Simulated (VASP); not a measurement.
Input of a VASP 6.6.1 run:

Contents of POSCAR:

```
Ir
1.0
    0.0644692700      1.8373557400      1.7560488600
    1.9418131400      0.0774349900      1.7430831500
    2.1728248700      2.0554017600     -0.1535767500
Ir
1
Direct
    0.0000000000      0.0000000000      0.0000000000
```

Contents of INCAR.step1:

```
PREC = Accurate ; ENCUT = 600
ISMEAR = -1 ; SIGMA = 0.05
LREAL = False ; LASPH = True
NELM = 80 ; GGA = PE
ALGO = Normal ; EDIFF = 1E-4
LWAVE = True ; LCHARG = False
```

File INCAR.step2:

```
PREC = Accurate ; ENCUT = 600
EDIFF = 1E-7 ; ISMEAR = -1
SIGMA = 0.05 ; LREAL = False
LASPH = True ; NELM = 80
ALGO = Normal ; ISIF = 3
LWAVE = False ; LCHARG = False
METAGGA = R2SCAN ; LMIXTAU = True
LUSE_VDW = True ; IVDW_NL = 2
BPARAM = 11.95 ; CPARAM = 0.0093
IBRION = 2 ; NSW = 60
EDIFFG = -0.01 ; ISTART = 1
```

KPOINTS

```
regular mesh
0
Gamma
  12 13 11
```

Potentials or basis: VASP PAW PBE potentials, release 64 (Ir).

Run with:

```bash
$ cat potpaw_PBE.64/Ir/POTCAR > POTCAR
$ cp INCAR.step1 INCAR
$ mpirun -np 1 vasp_std > vasp.out
$ cp INCAR.step2 INCAR
$ mpirun -np 1 vasp_std > vasp.out
```

**Question.** What does it give for the relaxed cell?

**Answer.** a = 2.719 Å, b = 2.717 Å, c = 2.725 Å, α = 59.96°, β = 60.00°, γ = 59.95°.

**Question.** What does it give for the relaxed volume?

**Answer.** 14.23 Å³/atom.

Final structure:
```yaml
crystal:
  lattice:
    - [-0.00274, 1.92048, 1.92531]
    - [1.91751, -0.00059, 1.92503]
    - [1.92816, 1.92626, 0.00594]
  atoms:
    - { symbol: Ir, position: [0.00000, 0.00000, 0.00000] }
```

Caveat: the PAW data sets were made with another functional, which shifts forces and pressure a little. Zero-point motion and thermal expansion aren't in these numbers.
